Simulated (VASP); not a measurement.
# Sc (P6_3/mmc) in VASP: a series of runs

Runs on Sc. Level: LDA. Tasks: density of states.

All numbers are computed with VASP 6.6.1; they aren't measurements. Logs are shortened: lines on timing, memory, paths and dates and some standing lists are left out, and cuts for length are marked.

### 1 The cell of the first run

The structure is hexagonal, space group P6_3/mmc (No. 194). Conventional cell: a = 2.329 Å, b = 2.329 Å, c = 4.126 Å, α = 90.00°, β = 90.00°, γ = 120.00°. Sc (site symmetry -6m2) has 12 Sc at 2.33 to 2.46 Å within 3.1 Å.

### 2 Density of states, LDA (volume scaled by 0.43)

File POSCAR:

```
Sc
1.0
    2.3291288785      0.0000000000      0.0000000000
   -1.1645644393      2.0170847775      0.0000000000
    0.0000000000      0.0000000000      4.1257198338
Sc
2
Direct
    0.3333333333      0.6666666667      0.2500000000
    0.6666666667      0.3333333333      0.7500000000
```

File INCAR.step1:

```
SYSTEM = Sc
ALGO = Normal ; EDIFF = 1E-6
ENCUT = 520 ; ISIF = 2
ISMEAR = -1 ; LASPH = .True.
LCHARG = .True. ; LMAXMIX = 4
LREAL = .False. ; LWAVE = .False.
NBANDS = 18 ; NELM = 100
PREC = Accurate ; SIGMA = 0.05
```

File KPOINTS.step1:

```
k-points
0
Gamma
  15 15 8
  0 0 0
```

File INCAR.step2:

```
SYSTEM = Sc
ALGO = Normal ; EDIFF = 1E-6
ENCUT = 520 ; ICHARG = 11
ISIF = 2 ; ISMEAR = -5
LASPH = .True. ; LCHARG = .False.
LMAXMIX = 4 ; LORBIT = 10
LREAL = .False. ; LWAVE = .False.
NBANDS = 18 ; NEDOS = 2001
NELM = 100 ; PREC = Accurate
SIGMA = 0.05
```

File KPOINTS.step2:

```
k-points
0
Gamma
  23 23 12
  0 0 0
```

Potentials or basis: VASP PAW LDA potentials, release 64 (Sc_sv).

Launch:

```bash
cat potpaw_LDA.64/Sc_sv/POTCAR > POTCAR
cp INCAR.step1 INCAR
cp KPOINTS.step1 KPOINTS
mpirun -np 1 vasp_std > vasp.out
cp INCAR.step2 INCAR
cp KPOINTS.step2 KPOINTS
mpirun -np 1 vasp_std > vasp.out
```

OUTCAR:

```text
SYSTEM = Sc
   EDIFF = 1E-6
   ENCUT = 520
   ICHARG = 11
   ISIF = 2
   ISMEAR = -5
   LASPH = .True.
   LORBIT = 10
   LREAL = .False.
   NELM = 100
   PREC = Accurate

 ion  position               nearest neighbor table
   1  0.333  0.667  0.250-   2 2.46   2 2.46   2 2.46   2 2.46   2 2.46   2 2.46   2 3.39   2 3.39
                             2 3.39   2 3.39   2 3.39   2 3.39
   2  0.667  0.333  0.750-   1 2.46   1 2.46   1 2.46   1 2.46   1 2.46   1 2.46   1 3.39   1 3.39
                             1 3.39   1 3.39   1 3.39   1 3.39

  LATTYP: Found a hexagonal cell.
 ALAT       =     2.3291288785
 C/A-ratio  =     1.7713574684

  Lattice vectors:

 A1 = (   2.3291288785,   0.0000000000,   0.0000000000)
 A2 = (  -1.1645644393,   2.0170847775,   0.0000000000)
 A3 = (   0.0000000000,   0.0000000000,   4.1257198338)

Analysis of symmetry for initial positions (statically):
=====================================================================
 Subroutine PRICEL returns:
 Original cell was already a primitive cell.

 Routine SETGRP: Setting up the symmetry group for a
 hexagonal supercell.

 Subroutine GETGRP returns: Found 24 space group operations
 (whereof 12 operations were pure point group operations)
 out of a pool of 24 trial point group operations.

The static configuration has the point symmetry D_3d.
 The point group associated with its full space group is D_6h.

Analysis of symmetry for dynamics (positions and initial velocities):
=====================================================================
 Subroutine PRICEL returns:
 Original cell was already a primitive cell.

 Routine SETGRP: Setting up the symmetry group for a
 hexagonal supercell.

 Subroutine GETGRP returns: Found 24 space group operations
 (whereof 12 operations were pure point group operations)
 out of a pool of 24 trial point group operations.

The dynamic configuration has the point symmetry D_3d.
 The point group associated with its full space group is D_6h.

 Subroutine INISYM returns: Found 24 space group operations
 (whereof 12 operations are pure point group operations),
 and found     1 'primitive' translations

----------------------------------------------------------------------------------------

                                     Primitive cell

  volume of cell :      19.3828

  direct lattice vectors                    reciprocal lattice vectors
     2.329128879  0.000000000  0.000000000     0.429345069  0.247882491  0.000000000
    -1.164564439  2.017084778  0.000000000     0.000000000  0.495764983  0.000000000
     0.000000000  0.000000000  4.125719834     0.000000000  0.000000000  0.242381946

  length of vectors
     2.329128879  2.329128879  4.125719834     0.495764983  0.495764983  0.242381946

  position of ions in fractional coordinates (direct lattice)
     0.333333333  0.666666667  0.250000000
     0.666666667  0.333333333  0.750000000

  ion indices of the primitive-cell ions
   primitive index   ion index
                 1           1
                 2           2

----------------------------------------------------------------------------------------

 KPOINTS: k-points

Automatic generation of k-mesh.
 Grid dimensions read from file:
 generate k-points for:   23   23   12

 Generating k-lattice:

  Cartesian coordinates                     Fractional coordinates (reciprocal lattice)
     0.018667177  0.010777500  0.000000000     0.043478261 -0.000000000  0.000000000
     0.000000000  0.021554999  0.000000000     0.000000000  0.043478261  0.000000000
     0.000000000  0.000000000  0.020198495     0.000000000  0.000000000  0.083333333

  Length of vectors
     0.021554999  0.021554999  0.020198495

  Shift w.r.t. Gamma in fractional coordinates (k-lattice)
     0.000000000  0.000000000  0.000000000

 TETIRR: Found   6486 inequivalent tetrahedra from    38088

 Subroutine IBZKPT returns following result:
 ===========================================

 Found    392 irreducible k-points:

 Following reciprocal coordinates:
            Coordinates               Weight
  0.000000  0.000000  0.000000      1.000000
  0.043478 -0.000000  0.000000      6.000000
  0.086957  0.000000  0.000000      6.000000
  0.130435  0.000000  0.000000      6.000000
  0.173913 -0.000000  0.000000      6.000000
  0.217391 -0.000000  0.000000      6.000000
[... 16 lines left out ...]
  0.478261  0.043478  0.000000      6.000000
  0.086957  0.086957  0.000000      6.000000
 [... further k-points ...]
   k-points           NKPTS =    392   k-points in BZ     NKDIM =    392   number of bands    NBANDS=     18
   number of dos      NEDOS =   2001   number of ions     NIONS =      2
   total plane-waves  NPLWV =  10368
   dimension x,y,z NGX =    18 NGY =   18 NGZ =   32
   dimension x,y,z NGXF=    36 NGYF=   36 NGZF=   64
   ions per type =               2
   NGX,Y,Z   is equivalent  to a cutoff of  12.85, 12.85, 12.89 a.u.
[... 101 lines left out ...]

 k-point     4 :       0.1304    0.0000    0.0000
  band No.  band energies     occupation
      1     -37.5721      2.00000
      2     -36.2292      2.00000
      3     -18.1359      2.00000
      4     -14.1542      2.00000
      5     -13.6743      2.00000
      6     -13.5124      2.00000
[... 10 lines left out ...]
     17      15.8919      0.00000
     18      15.9722      0.00000

 k-point     5 :       0.1739   -0.0000    0.0000
  band No.  band energies     occupation
      1     -37.3841      2.00000
      2     -36.1043      2.00000
      3     -17.9214      2.00000
      4     -14.7739      2.00000
      5     -14.2474      2.00000
      6     -13.6343      2.00000
[... 10 lines left out ...]
     17      15.5634      0.00000
     18      15.9325      0.00000

 k-point     6 :       0.2174   -0.0000    0.0000
  band No.  band energies     occupation
      1     -37.1574      2.00000
      2     -35.9598      2.00000
      3     -17.6570      2.00000
      4     -15.4614      2.00000
      5     -14.8816      2.00000
      6     -13.8110      2.00000
[... 10 lines left out ...]
     17      15.9435      0.00000
     18      16.7231      0.00000

 k-point     7 :       0.2609    0.0000    0.0000
  band No.  band energies     occupation
      1     -36.9035      2.00000
      2     -35.8077      2.00000
      3     -17.3519      2.00000
      4     -16.1627      2.00000
      5     -15.5292      2.00000
      6     -13.9894      2.00000
[... 10 lines left out ...]
     17      16.8978      0.00000
     18      17.6115      0.00000

 k-point     8 :       0.3043   -0.0000    0.0000
  band No.  band energies     occupation
      1     -36.6368      2.00000
      2     -35.6616      2.00000
      3     -17.0185      2.00000
      4     -16.8288      2.00000
      5     -16.1465      2.00000
      6     -14.1572      2.00000
[... 10 lines left out ...]
     17      17.9167      0.00000
     18      18.5482      0.00000
[... 229 lines left out ...]
     17      18.5539      0.00000
     18      19.6256      0.00000

 k-point    20 :       0.3478    0.0435    0.0000
  band No.  band energies     occupation
      1     -36.2384      2.00000
      2     -35.4786      2.00000
      3     -17.6526      2.00000
      4     -16.9269      2.00000
      5     -16.4858      2.00000
      6     -14.4297      2.00000
[... 10 lines left out ...]
     17      19.4799      0.00000
     18      20.0029      0.00000

 k-point    21 :       0.3913    0.0435    0.0000
  band No.  band energies     occupation
      1     -36.0240      2.00000
      2     -35.4067      2.00000
      3     -18.0557      2.00000
      4     -17.2996      2.00000
      5     -16.1719      2.00000
      6     -14.5369      2.00000
[... 10 lines left out ...]
     17      20.1380      0.00000
     18      20.2820      0.00000

 k-point    22 :       0.4348    0.0435    0.0000
  band No.  band energies     occupation
      1     -35.8730      2.00000
      2     -35.3731      2.00000
      3     -18.3076      2.00000
      4     -17.5339      2.00000
      5     -15.9328      2.00000
      6     -14.6032      2.00000
[... 10 lines left out ...]
     17      20.7091      0.00000
     18      20.9195      0.00000

 k-point    23 :       0.4783    0.0435    0.0000
  band No.  band energies     occupation
      1     -35.8168      2.00000
      2     -35.3654      2.00000
      3     -18.3933      2.00000
      4     -17.6139      2.00000
      5     -15.8387      2.00000
      6     -14.6257      2.00000
[... 10 lines left out ...]
     17      20.8972      0.00000
     18      21.1616      0.00000

 k-point    24 :       0.0870    0.0870    0.0000
  band No.  band energies     occupation
      1     -37.4902      2.00000
      2     -36.1742      2.00000
      3     -18.0430      2.00000
      4     -14.3402      2.00000
      5     -14.0557      2.00000
      6     -13.5259      2.00000
[... 10 lines left out ...]
     17      15.7238      0.00000
     18      16.4320      0.00000

 [... further k-points ...]
[... 5 lines left out ...]
  --------------------------------------------------------------------------------------
  -------------------------------------------------------------------------------------
  Total       19.2278573     19.2278573     18.9815798     -0.0000000      0.0000000      0.0000000
  in kB     1589.3665446   1589.3665447   1569.0093538     -0.0000000      0.0000000      0.0000000
  external PRESSURE =    1582.5808144 kB  Pullay stress =       0.0000000 kB

 VOLUME and BASIS-vectors are now :
 -----------------------------------------------------------------------------
  energy-cutoff  :      520.00
  volume of cell :       19.38
      direct lattice vectors                 reciprocal lattice vectors
     2.329128879  0.000000000  0.000000000     0.429345069  0.247882491  0.000000000
    -1.164564439  2.017084778  0.000000000     0.000000000  0.495764983  0.000000000
     0.000000000  0.000000000  4.125719834     0.000000000  0.000000000  0.242381946

 POSITION                                       TOTAL-FORCE (eV/Angst)
 -----------------------------------------------------------------------------------
     -0.00000      1.34472      1.03143         0.000000      0.000000      0.000000
      1.16456      0.67236      3.09429        -0.000000     -0.000000      0.000000
 -----------------------------------------------------------------------------------
    total drift:                               -0.000000      0.000000     -0.000000

  FREE ENERGIE OF THE ION-ELECTRON SYSTEM (eV)
  ---------------------------------------------------
  free  energy   TOTEN  =        -5.8001136724 eV

  energy  without entropy=       -5.8001136724  energy(sigma->0) =       -5.80011367

 total charge

# of ion       s       p       d       tot
------------------------------------------
    1        2.453   6.202   2.673  11.328
    2        2.453   6.202   2.673  11.328
--------------------------------------------------
tot          4.905  12.403   5.347  22.655
```

Run time: 57 s. Hardware: 1 thread of AMD EPYC 9R45 (Zen 5), shared host; peak memory 0.2 GiB.

Levels at points of the mesh, in eV from the Fermi level:
```tsv
k point	band 7	band 8	band 9	band 10	band 11	band 12	band 13	band 14	band 15	band 16
(0.00, 0.00, 0.00)	-23.96	-23.96	-3.49	-2.47	0.89	2.32	2.32	3.24	3.24	5.54
(0.00, 0.00, 0.50)	-24.17	-24.17	-1.51	-1.51	1.35	1.35	2.39	2.39	2.39	2.39
```

Caveat: the cell differs from its parent crystal (volume scaled by 0.43); tetrahedron occupations give inexact forces and stress in metals.

### 3 Density of states, LDA (volume scaled by 0.58)

File POSCAR:

```
Sc
1.0
    2.6468959195      0.0000000000      0.0000000000
   -1.3234479597      2.2922791074      0.0000000000
    0.0000000000      0.0000000000      4.3089611888
Sc
2
Direct
    0.3333333333      0.6666666667      0.2500000000
    0.6666666667      0.3333333333      0.7500000000
```

File INCAR.step1:

```
SYSTEM = Sc
ALGO = Normal ; EDIFF = 1E-7
ENCUT = 520 ; GGA = CA
ISIF = 2 ; ISMEAR = -1
LASPH = .TRUE. ; LCHARG = .TRUE.
LMAXMIX = 4 ; LREAL = .FALSE.
LWAVE = .FALSE. ; NBANDS = 18
NELM = 80 ; PREC = Accurate
SIGMA = 0.05
```

File KPOINTS.step1:

```
k-points
0
G
  15 15 8
  0 0 0
```

File INCAR.step2:

```
SYSTEM = Sc
ALGO = Normal ; EDIFF = 1E-7
ENCUT = 520 ; GGA = CA
ICHARG = 11 ; ISIF = 2
ISMEAR = -5 ; LASPH = .TRUE.
LCHARG = .FALSE. ; LMAXMIX = 4
LORBIT = 10 ; LREAL = .FALSE.
LWAVE = .FALSE. ; NEDOS = 1001
NELM = 80 ; PREC = Accurate
SIGMA = 0.05
```

File KPOINTS.step2:

```
k-points
0
G
  23 23 12
  0 0 0
```

Potentials or basis: VASP PAW LDA potentials, release 64 (Sc_sv).

Launch:

```bash
cat potpaw_LDA.64/Sc_sv/POTCAR > POTCAR
cp INCAR.step1 INCAR
cp KPOINTS.step1 KPOINTS
mpirun -np 1 vasp_std > vasp.out
cp INCAR.step2 INCAR
cp KPOINTS.step2 KPOINTS
mpirun -np 1 vasp_std > vasp.out
```

It took 64 s on 1 thread of Intel Xeon 6975P-C (Granite Rapids), shared host; peak memory 0.25 GiB.

It converged, with:

```
Valence electrons inside the program's atomic spheres : Sc 10.46
```

Levels at points of the mesh, in eV from the Fermi level:
```tsv
k point	band 7	band 8	band 9	band 10	band 11	band 12	band 13	band 14	band 15
(0.00, 0.00, 0.00)	-25.39	-25.38	-5.15	-2.67	2.10	2.11	2.11	3.00	3.00
(0.00, 0.00, 0.50)	-25.56	-25.56	-2.96	-2.96	1.18	1.18	2.04	2.04	2.04
```

Caveat: the cell differs from its parent crystal (volume scaled by 0.58); tetrahedron occupations give inexact forces and stress in metals.

### 4 Density of states, LDA (volume scaled by 0.58)

POSCAR is that of step 3.

File INCAR.step1:

```
SYSTEM = Sc
ALGO = Normal ; EDIFF = 1E-6
ENCUT = 520 ; ISIF = 2
ISMEAR = -1 ; LASPH = .True.
LCHARG = .True. ; LMAXMIX = 4
LREAL = .False. ; LWAVE = .False.
NBANDS = 18 ; NELM = 60
PREC = Accurate ; SIGMA = 0.05
```

File KPOINTS.step1:

```
k-points
0
Gamma
  15 15 8
  0 0 0
```

File INCAR.step2:

```
SYSTEM = Sc
ALGO = Normal ; EDIFF = 1E-6
ENCUT = 520 ; ICHARG = 11
ISIF = 2 ; ISMEAR = -5
LASPH = .True. ; LCHARG = .False.
LMAXMIX = 4 ; LORBIT = 10
LREAL = .False. ; LWAVE = .False.
NEDOS = 2001 ; NELM = 60
PREC = Accurate ; SIGMA = 0.05
```

File KPOINTS.step2:

```
k-points
0
Gamma
  23 23 12
  0 0 0
```

Launch:

```bash
cat potpaw_LDA.64/Sc_sv/POTCAR > POTCAR
cp INCAR.step1 INCAR
cp KPOINTS.step1 KPOINTS
mpirun -np 1 vasp_std > vasp.out
cp INCAR.step2 INCAR
cp KPOINTS.step2 KPOINTS
mpirun -np 1 vasp_std > vasp.out
```

It took 54 s on 1 thread of Intel Xeon 6975P-C (Granite Rapids), shared host; peak memory 0.25 GiB.

The run converged. Its results:

```yaml
Valence_electrons_inside_the_program's_atomic_spheres: Sc 10.46
```

Levels at points of the mesh, in eV from the Fermi level:
| k point | band 8 | band 9 | band 10 | band 11 | band 12 | band 13 | band 14 | band 15 |
| --- | --- | --- | --- | --- | --- | --- | --- | --- |
| (0.00, 0.00, 0.00) | -25.38 | -5.15 | -2.67 | 2.10 | 2.11 | 2.11 | 3.00 | 3.00 |
| (0.00, 0.00, 0.50) | -25.56 | -2.96 | -2.96 | 1.18 | 1.18 | 2.04 | 2.04 | 2.04 |

Caveat: the cell differs from its parent crystal (volume scaled by 0.58); tetrahedron occupations give inexact forces and stress in metals.

### 5 Density of states, LDA

This run uses another cell than the first one, of 22.54 Å³/atom, 2.326 times its volume.

File POSCAR:

```
Sc
1.0
    3.2301149627      0.0000000000      0.0000000000
   -1.6150574814      2.7973616149      0.0000000000
    0.0000000000      0.0000000000      4.9886422276
Sc
2
Direct
    0.3333333333      0.6666666667      0.2500000000
    0.6666666667      0.3333333333      0.7500000000
```

File INCAR.step1:

```
PREC = Accurate ; ENCUT = 520
EDIFF = 1E-7 ; ISMEAR = -1
SIGMA = 0.05 ; LREAL = F
LASPH = T ; NELM = 80
ALGO = Normal ; ISIF = 2
LWAVE = F ; LCHARG = T
LMAXMIX = 4 ; NBANDS = 18
```

File KPOINTS.step1:

```
regular mesh
0
Gamma
  15 15 8
```

File INCAR.step2:

```
PREC = Accurate ; ENCUT = 520
EDIFF = 1E-7 ; ISMEAR = -5
SIGMA = 0.05 ; LREAL = F
LASPH = T ; NELM = 80
ALGO = Normal ; ISIF = 2
LWAVE = F ; LCHARG = F
LMAXMIX = 4 ; LORBIT = 11
NBANDS = 18 ; NEDOS = 1001
ICHARG = 11
```

File KPOINTS.step2:

```
regular mesh
0
Gamma
  23 23 12
```

Launch:

```bash
cat potpaw_LDA.64/Sc_sv/POTCAR > POTCAR
cp INCAR.step1 INCAR
cp KPOINTS.step1 KPOINTS
mpirun -np 1 vasp_std > vasp.out
cp INCAR.step2 INCAR
cp KPOINTS.step2 KPOINTS
mpirun -np 1 vasp_std > vasp.out
```

Run time: 2.1 min. Hardware: 1 thread of Intel Xeon 6975P-C (Granite Rapids), shared host; peak memory 0.36 GiB.

It converged, with:

- Valence electrons inside the program's atomic spheres: Sc 9.50

Levels at points of the mesh, in eV from the Fermi level:
| k point | band 9 | band 10 | band 11 | band 12 | band 13 | band 14 |
| --- | --- | --- | --- | --- | --- | --- |
| (0.00, 0.00, 0.00) | -5.23 | -1.76 | 1.00 | 1.63 | 1.63 | 1.98 |
| (0.00, 0.00, 0.50) | -3.56 | -3.56 | 1.04 | 1.04 | 1.52 | 1.52 |

Caveat: tetrahedron occupations give inexact forces and stress in metals.

### 6 Density of states, LDA

This run uses another cell than the first one, of 22.54 Å³/atom, 2.326 times its volume.

POSCAR is that of step 5.

File INCAR.step1:

```
SYSTEM = Sc
PREC = Accurate ; ENCUT = 520
EDIFF = 1E-6 ; ISMEAR = -1
SIGMA = 0.05 ; LREAL = .FALSE.
LASPH = .TRUE. ; NELM = 60
ALGO = Normal ; ISIF = 2
LWAVE = .FALSE. ; LCHARG = .TRUE.
LMAXMIX = 4 ; GGA = CA
NBANDS = 18
```

File KPOINTS.step1:

```
Automatic mesh
0
G
  15 15 8
  0 0 0
```

File INCAR.step2:

```
SYSTEM = Sc
PREC = Accurate ; ENCUT = 520
EDIFF = 1E-6 ; ISMEAR = -5
SIGMA = 0.05 ; LREAL = .FALSE.
LASPH = .TRUE. ; NELM = 60
ALGO = Normal ; ISIF = 2
LWAVE = .FALSE. ; LCHARG = .FALSE.
LMAXMIX = 4 ; GGA = CA
LORBIT = 10 ; NBANDS = 18
NEDOS = 1001 ; ICHARG = 11
```

File KPOINTS.step2:

```
Automatic mesh
0
G
  23 23 12
  0 0 0
```

Potentials or basis: VASP PAW LDA potentials, release 64 (Sc_sv).

Launch:

```bash
cat potpaw_LDA.64/Sc_sv/POTCAR > POTCAR
cp INCAR.step1 INCAR
cp KPOINTS.step1 KPOINTS
mpirun -np 1 vasp_std > vasp.out
cp INCAR.step2 INCAR
cp KPOINTS.step2 KPOINTS
mpirun -np 1 vasp_std > vasp.out
```

Wall time 1.7 min (1 thread of Intel Xeon 6975P-C (Granite Rapids), shared host); peak memory 0.36 GiB.

Results (log left out):

| Property | Result |
| --- | --- |
| Valence electrons inside the program's atomic spheres | Sc 9.50 |

Levels at points of the mesh, in eV from the Fermi level:
```csv
k point,band 9,band 10,band 11,band 12,band 13,band 14
"(0.00, 0.00, 0.00)",-5.23,-1.76,1.00,1.63,1.63,1.98
"(0.00, 0.00, 0.50)",-3.56,-3.56,1.04,1.04,1.52,1.52
```

Caveat: tetrahedron occupations give inexact forces and stress in metals.
